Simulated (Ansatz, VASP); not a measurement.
## One calculation of Al, two programs

```xyz
1
Lattice="0.0000 1.9809 1.9809 1.9809 0.0000 1.9809 1.9809 1.9809 0.0000" Properties=species:S:1:pos:R:3 pbc="T T T"
Al    0.0000    0.0000    0.0000
```

Alike in both runs: functional PBEsol; dispersion D3(BJ); k mesh 18 × 18 × 18; occupations gaussian, width 0.1 eV; no spin polarisation.

Ansatz relaxed the structure, and its values are those at the end. VASP's run is a single point on that final structure, the one shown.

```csv
,VASP,Ansatz
version,VASP 6.6.1,Ansatz 0.2.0
potentials or method,"VASP PAW PBE potentials, release 64 (Al), cutoff 500 eV","scalar-relativistic, plane waves, PAW"
valence electrons in the cell,3,3
```

VASP gave:

| Property | Result |
| --- | --- |
| gap on the k mesh at the Fermi level (eV) | none |
| pressure (GPa) | 0.1 |

**Question.** What did Ansatz give for the same quantities?

**Answer.** gap on the k mesh at the Fermi level (eV): none; pressure (GPa): 0.0.

VASP's potentials were made for PBE, not for PBEsol, and Ansatz warns of the same on its side. A gap of «none» marks a metal or a gap that the smearing closes.
